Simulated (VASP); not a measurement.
# Pd (I4/mmm) in VASP: a series of runs

The runs below take Pd through single point, with PBEsol.

All numbers are computed with VASP 6.6.1; they aren't measurements. Logs are shortened: lines on timing, memory, paths and dates and some standing lists are left out, and cuts for length are marked.

## 1. The cell of the first run

It takes space group I4/mmm (No. 139, tetragonal). The conventional cell has a = 2.819 Å, b = 2.819 Å, c = 3.793 Å, α = 90.00°, β = 90.00°, γ = 90.00°. Within 3.6 Å of Pd (site symmetry 4/mmm) lie 12 Pd at 2.75 to 2.82 Å.

## 2. Single point, PBEsol (strain +0.025 along x and y, -0.025 along z)

The input, INCAR:

```
ALGO     = Normal         # electronic algorithm
EDIFF    = 1E-6           # SCF threshold, eV
ENCUT    = 520            # plane-wave cutoff, eV
GGA      = PS             # functional
ISIF     = 2              # what is computed and relaxed
ISMEAR   = 0              # smearing method
LASPH    = T              # aspherical terms in the spheres
LCHARG   = F              # write CHGCAR
LREAL    = F              # projectors in reciprocal space
LWAVE    = F              # write WAVECAR
NBANDS   = 11             # bands
NELM     = 80             # most SCF steps
PREC     = Accurate       # precision mode
SIGMA    = 0.15           # smearing width, eV
```

The input, KPOINTS:

```
k-points
0
Gamma
  20 20 20
```

The input, POSCAR:

```
Pd
1.0
    0.0000000000      1.9935225000      1.8962775000
    1.9935225000      0.0000000000      1.8962775000
    1.9935225000      1.9935225000      0.0000000000
Pd
1
Direct
    0.0000000000      0.0000000000      0.0000000000
```

Potentials or basis: VASP PAW PBE potentials, release 64 (Pd).

Started as:

```console
$ cat potpaw_PBE.64/Pd/POTCAR > POTCAR
$ mpirun -np 1 vasp_std > vasp.out
```

OUTCAR:

```text
EDIFF = 1E-6
   ENCUT = 520
   GGA = PS
   ISIF = 2
   ISMEAR = 0
   LASPH = T
   LREAL = F
   NELM = 80
   PREC = Accurate

 ion  position               nearest neighbor table
   1  0.000  0.000  0.000-

  LATTYP: Found a body centered tetragonal cell.
 ALAT       =     2.8192665564
 C/A-ratio  =     1.3452275349

  Lattice vectors:

 A1 = (   0.0000000000,  -1.9935225000,  -1.8962775000)
 A2 = (   0.0000000000,   1.9935225000,  -1.8962775000)
 A3 = (   1.9935225000,   0.0000000000,   1.8962775000)

Analysis of symmetry for initial positions (statically):
=====================================================================
 Subroutine PRICEL returns:
 Original cell was already a primitive cell.

 Routine SETGRP: Setting up the symmetry group for a
 body centered tetragonal supercell.

 Subroutine GETGRP returns: Found 16 space group operations
 (whereof 16 operations were pure point group operations)
 out of a pool of 16 trial point group operations.

The static configuration has the point symmetry D_4h.

Analysis of symmetry for dynamics (positions and initial velocities):
=====================================================================
 Subroutine PRICEL returns:
 Original cell was already a primitive cell.

 Routine SETGRP: Setting up the symmetry group for a
 body centered tetragonal supercell.

 Subroutine GETGRP returns: Found 16 space group operations
 (whereof 16 operations were pure point group operations)
 out of a pool of 16 trial point group operations.

The dynamic configuration has the point symmetry D_4h.

 Subroutine INISYM returns: Found 16 space group operations
 (whereof 16 operations are pure point group operations),
 and found     1 'primitive' translations

----------------------------------------------------------------------------------------

                                     Primitive cell

  volume of cell :      15.0721

  direct lattice vectors                    reciprocal lattice vectors
     0.000000000  1.993522500  1.896277500    -0.250812318  0.250812318  0.263674489
     1.993522500  0.000000000  1.896277500     0.250812318 -0.250812318  0.263674489
     1.993522500  1.993522500  0.000000000     0.250812318  0.250812318 -0.263674489

  length of vectors
     2.751363356  2.751363356  2.819266556     0.441970445  0.441970445  0.441970445

  position of ions in fractional coordinates (direct lattice)
     0.000000000  0.000000000  0.000000000

  ion indices of the primitive-cell ions
   primitive index   ion index
                 1           1

----------------------------------------------------------------------------------------

 KPOINTS: k-points

Automatic generation of k-mesh.
 Grid dimensions read from file:
 generate k-points for:   20   20   20

 Generating k-lattice:

  Cartesian coordinates                     Fractional coordinates (reciprocal lattice)
    -0.012540616  0.012540616  0.013183724     0.050000000  0.000000000  0.000000000
     0.012540616 -0.012540616  0.013183724     0.000000000  0.050000000  0.000000000
     0.012540616  0.012540616 -0.013183724     0.000000000  0.000000000  0.050000000

  Length of vectors
     0.022098522  0.022098522  0.022098522

  Shift w.r.t. Gamma in fractional coordinates (k-lattice)
     0.000000000  0.000000000  0.000000000

 Subroutine IBZKPT returns following result:
 ===========================================

 Found    641 irreducible k-points:

 Following reciprocal coordinates:
            Coordinates               Weight
  0.000000  0.000000  0.000000      1.000000
  0.050000 -0.000000  0.000000      8.000000
  0.100000 -0.000000  0.000000      8.000000
  0.150000  0.000000  0.000000      8.000000
  0.200000 -0.000000  0.000000      8.000000
  0.250000 -0.000000  0.000000      8.000000
[... 16 lines left out ...]
 -0.400000  0.050000  0.000000      8.000000
 -0.350000  0.050000  0.000000      8.000000
 [... further k-points ...]
   k-points           NKPTS =    641   k-points in BZ     NKDIM =    641   number of bands    NBANDS=     11
   number of dos      NEDOS =    301   number of ions     NIONS =      1
   total plane-waves  NPLWV =   9600
   dimension x,y,z NGX =    20 NGY =   20 NGZ =   24
   dimension x,y,z NGXF=    40 NGYF=   40 NGZF=   48
   ions per type =               1
   NGX,Y,Z   is equivalent  to a cutoff of  12.08, 12.08, 14.15 a.u.
   NGXF,Y,Z  is equivalent  to a cutoff of  24.17, 24.17, 28.30 a.u.
 SYSTEM =  unknown system
   PREC   = accura    normal or accurate (medium, high low for compatibility)
   ISTART =      0    job   : 0-new  1-cont  2-samecut
   ICHARG =      2    charge: 1-file 2-atom 10-const
   ISPIN  =      1    spin polarized calculation?
   LNONCOLLINEAR =      F non collinear calculations
   LSORBIT =      F    spin-orbit coupling
   LASPH  =      T    aspherical Exc in radial PAW
   ENCUT  =  520.0 eV  38.22 Ry    6.18 a.u.   5.12  5.12  5.24*2*pi/ulx,y,z
   NELM   =     80;   NELMIN=  2; NELMDL= -5     # of ELM steps
   EDIFF  = 0.1E-05   stopping-criterion for ELM
   LREAL  =      F    real-space projection
   EDIFFG = 0.1E-04   stopping-criterion for IOM
   NSW    =      0    number of steps for IOM
   IBRION =     -1    ionic relax: 0-MD 1-quasi-New 2-CG
   NFREE  =      0    steps in history (QN), initial steepest desc. (CG)
   ISIF   =      2    stress and relaxation
   ISYM   =      2    0-nonsym 1-usesym 2-fastsym
   POTIM  = 0.5000    time-step for ionic-motion
   TEBEG  =    0.0;   TEEND  =   0.0 temperature during run
   PSTRESS=    0.0 pullay stress
   NELECT =      10.0000    total number of electrons
   NUPDOWN=      -1.0000    fix difference up-down
   EMIN   =  10.00;   EMAX   =-10.00  energy-range for DOS
   EFERMI =   0.00;   METHOD = LEGACY
   ISMEAR =     0;   SIGMA  =   0.15  broadening in eV -4-tet -1-fermi 0-gaus
   EFERMI_NEDOS =   21; number of points for ismear=-14 and -15
   IALGO  =     38    algorithm
   IMIX   =      4    mixing-type and parameters
     AMIX     =   0.40;   BMIX     =  1.00
     AMIX_MAG =   1.60;   BMIX_MAG =  1.00
  volume/ion in A,a.u.               =      15.07       101.71
  Fermi-wavevector in a.u.,A,eV,Ry     =   1.427853  2.698251 27.739063  2.038764
  Thomas-Fermi vector in A             =   2.547978
   LORBIT       =      0    0 simple, 1 ext, 2 COOP (PROOUT), +10 PAW based schemes
   GGA     = PS    functional components
   LHFCALC =     F    Hartree Fock is set to
   AEXX    =    0.0000 exact exchange contribution
   IVDW    =     0    specifies the selected vdW correction
   LEPSILON=     F    determine dielectric tensor
   LRPA    =     F    only Hartree local field effects (RPA)
 non-spin polarized calculation
 Gauss-broadening in eV      SIGMA  =   0.15
  energy-cutoff  :      520.00
  volume of cell :       15.07
 maximum number of plane-waves:       428
   NGX = 11   NGY = 11   NGZ = 11

 number of electron      10.0000000 magnetization

 number of electron       9.9999998 magnetization

 Free energy of the ion-electron system (eV)
  ---------------------------------------------------
  ext. energy  EPLUGINS =         0.00000000
  ---------------------------------------------------
  free energy    TOTEN  =        -5.95792910 eV

  energy without entropy =       -5.93051800  energy(sigma->0) =       -5.94422355

 E-fermi :   9.2524     XC(G=0): -13.2468

 val. band max:        9.2523493044   @ k =  -0.4000   0.0000   0.4000
 cond. band min:       9.2544675752   @ k =   0.5000   0.1500   0.0500
 fundamental gap:      0.0021182708
 Fermi energy:         9.2524208973

 k-point     1 :       0.0000    0.0000    0.0000
  band No.  band energies     occupation
      1       2.1874      2.00000
      2       6.3615      2.00000
      3       6.3615      2.00000
      4       6.8037      2.00000
      5       7.8326      2.00000
      6       8.2885      2.00000
      7      26.4171      0.00000
      8      30.6383      0.00000
      9      30.6383      0.00000
     10      31.8149      0.00000
     11      35.4080      0.00000

 k-point     2 :       0.0500   -0.0000    0.0000
  band No.  band energies     occupation
      1       2.2771      2.00000
      2       6.3538      2.00000
      3       6.3926      2.00000
      4       6.8098      2.00000
      5       7.8227      2.00000
      6       8.2689      2.00000
      7      26.5088      0.00000
      8      30.2233      0.00000
      9      30.7390      0.00000
     10      31.6829      0.00000
     11      35.4786      0.00000

 k-point     3 :       0.1000   -0.0000    0.0000
  band No.  band energies     occupation
      1       2.5385      2.00000
      2       6.3184      2.00000
      3       6.4739      2.00000
      4       6.8450      2.00000
      5       7.8058      2.00000
      6       8.2198      2.00000
      7      26.7219      0.00000
      8      29.0248      0.00000
      9      31.0288      0.00000
     10      31.8097      0.00000
     11      35.5295      0.00000

 k-point     4 :       0.1500    0.0000    0.0000
  band No.  band energies     occupation
      1       2.9445      2.00000
      2       6.2609      2.00000
      3       6.5675      2.00000
      4       6.9178      2.00000
      5       7.8220      2.00000
      6       8.1716      2.00000
      7      26.6435      0.00000
      8      27.8162      0.00000
      9      31.4663      0.00000
     10      32.1769      0.00000
     11      35.3730      0.00000

 k-point     5 :       0.2000   -0.0000    0.0000
  band No.  band energies     occupation
      1       3.4309      2.00000
      2       6.2559      2.00000
      3       6.6160      2.00000
      4       6.9851      2.00000
      5       7.9286      2.00000
      6       8.1757      2.00000
      7      25.3200      0.00000
      8      27.5674      0.00000
      9      31.9598      0.00000
     10      32.5927      0.00000
     11      34.6793      0.00000
[... 211 lines left out ...]
 k-point    21 :       0.5000    0.0500    0.0000
  band No.  band energies     occupation
      1       4.1462      2.00000
      2       6.3010      2.00000
      3       6.6304      2.00000
      4       8.6805      2.00000
      5       9.3396      0.41117
      6      10.7017      0.00000
      7      16.4108      0.00000
      8      25.7480      0.00000
      9      29.2705      0.00000
     10      30.3298      0.00000
     11      35.8253      0.00000

 k-point    22 :      -0.4500    0.0500    0.0000
  band No.  band energies     occupation
      1       4.1538      2.00000
      2       6.3040      2.00000
      3       6.6371      2.00000
      4       8.7005      2.00000
      5       9.2490      1.02564
      6      10.5356      0.00000
      7      16.6532      0.00000
      8      25.7928      0.00000
      9      29.5882      0.00000
     10      30.1022      0.00000
     11      35.7928      0.00000

 k-point    23 :      -0.4000    0.0500    0.0000
  band No.  band energies     occupation
      1       4.1903      2.00000
      2       6.3471      2.00000
      3       6.6858      2.00000
      4       8.4513      2.00000
      5       9.0311      1.96309
      6       9.8667      0.00000
      7      17.8122      0.00000
      8      26.0129      0.00000
      9      30.1476      0.00000
     10      30.2592      0.00000
     11      35.5679      0.00000

 k-point    24 :      -0.3500    0.0500    0.0000
  band No.  band energies     occupation
      1       4.2303      2.00000
      2       6.4251      2.00000
      3       6.7683      2.00000
      4       7.8393      2.00000
      5       8.7221      2.00000
      6       9.2779      0.80999
      7      19.4243      0.00000
      8      26.3875      0.00000
      9      30.4130      0.00000
     10      31.2529      0.00000
     11      35.1443      0.00000

 [... further k-points ...]
[... 5 lines left out ...]
  --------------------------------------------------------------------------------------
  -------------------------------------------------------------------------------------
  Total       -0.6882133     -0.6882133     -0.4954656      0.0000000      0.0000000     -0.0000000
  in kB      -73.1576078    -73.1576078    -52.6683741      0.0000000      0.0000000     -0.0000000
  external PRESSURE =     -66.3278632 kB  Pullay stress =       0.0000000 kB

 VOLUME and BASIS-vectors are now :
 -----------------------------------------------------------------------------
  energy-cutoff  :      520.00
  volume of cell :       15.07
      direct lattice vectors                 reciprocal lattice vectors
     0.000000000  1.993522500  1.896277500    -0.250812318  0.250812318  0.263674489
     1.993522500  0.000000000  1.896277500     0.250812318 -0.250812318  0.263674489
     1.993522500  1.993522500  0.000000000     0.250812318  0.250812318 -0.263674489

 POSITION                                       TOTAL-FORCE (eV/Angst)
 -----------------------------------------------------------------------------------
      0.00000      0.00000      0.00000         0.000000      0.000000      0.000000
 -----------------------------------------------------------------------------------
    total drift:                               -0.000000      0.000000      0.000000

  FREE ENERGIE OF THE ION-ELECTRON SYSTEM (eV)
  ---------------------------------------------------
  free  energy   TOTEN  =        -5.9579290970 eV

  energy  without entropy=       -5.9305180019  energy(sigma->0) =       -5.94422355
```

Wall time 48 s (1 thread of Intel Xeon Platinum 8375C at 2.90GHz (Ice Lake), shared host); peak memory 0.22 GiB.

What came out:

- Free energy: -5.9579 eV
- Pressure: -6.6 GPa
- Band gap on the k mesh: zero (band 5 reaches 9.67 eV, above the bottom of band 6 at 8.02 eV)

Stress tensor (GPa, compression positive):
```
-7.32  0.00  0.00
 0.00 -7.32  0.00
 0.00  0.00 -5.27
```

Caveat: the cell differs from its parent crystal (strain +0.025 along x and y, -0.025 along z); the PAW data sets were made with another functional, which shifts forces and pressure a little.

## 3. Single point, PBEsol (strain +0.050 along x and y, -0.050 along z)

The input, INCAR:

```
PREC = Accurate ; ENCUT = 520
EDIFF = 1E-7 ; ISMEAR = 0
SIGMA = 0.15 ; LREAL = False
LASPH = True ; NELM = 80
ALGO = Normal ; ISIF = 2
LWAVE = False ; LCHARG = False
GGA = PS ; NBANDS = 11
```

The input, KPOINTS:

```
regular mesh
0
Gamma
  20 20 20
```

The input, POSCAR:

```
Pd
1.0
    0.0000000000      2.0421450000      1.8476550000
    2.0421450000      0.0000000000      1.8476550000
    2.0421450000      2.0421450000      0.0000000000
Pd
1
Direct
    0.0000000000      0.0000000000      0.0000000000
```

Potentials or basis: VASP PAW PBE potentials, release 64 (Pd).

Started as:

```console
$ cat potpaw_PBE.64/Pd/POTCAR > POTCAR
$ mpirun -np 1 vasp_std > vasp.out
```

Run time: 57 s. Hardware: 1 thread of Intel Xeon Platinum 8375C at 2.90GHz (Ice Lake), shared host; peak memory 0.22 GiB.

Results (log left out):

```yaml
Free_energy: -5.9326 eV
Pressure: -9.9 GPa
Band_gap_on_the_k_mesh: zero (band 5 reaches 9.39 eV, above the bottom of band 6 at 7.70 eV)
```

Stress tensor (GPa, compression positive):
```
-10.83   0.00   0.00
  0.00 -10.83   0.00
  0.00   0.00  -7.96
```

Levels at points of the mesh, in eV from the Fermi level:
| k point | band 3 | band 4 | band 5 | band 6 | band 7 | band 8 |
| --- | --- | --- | --- | --- | --- | --- |
| (0.00, 0.00, 0.00) | -2.88 | -2.06 | -1.60 | -0.76 | 17.28 | 20.90 |
| (0.50, 0.00, 0.00) | -2.23 | -0.22 | 0.19 | 1.06 | 6.99 | 16.19 |
| (0.50, 0.50, 0.00) | -0.02 | 0.29 | 0.29 | 4.64 | 11.69 | 11.69 |
| (0.50, 0.00, 0.50) | -0.10 | -0.02 | 0.50 | 2.67 | 9.43 | 13.32 |

Caveat: the cell differs from its parent crystal (strain +0.050 along x and y, -0.050 along z); the PAW data sets were made with another functional, which shifts forces and pressure a little.
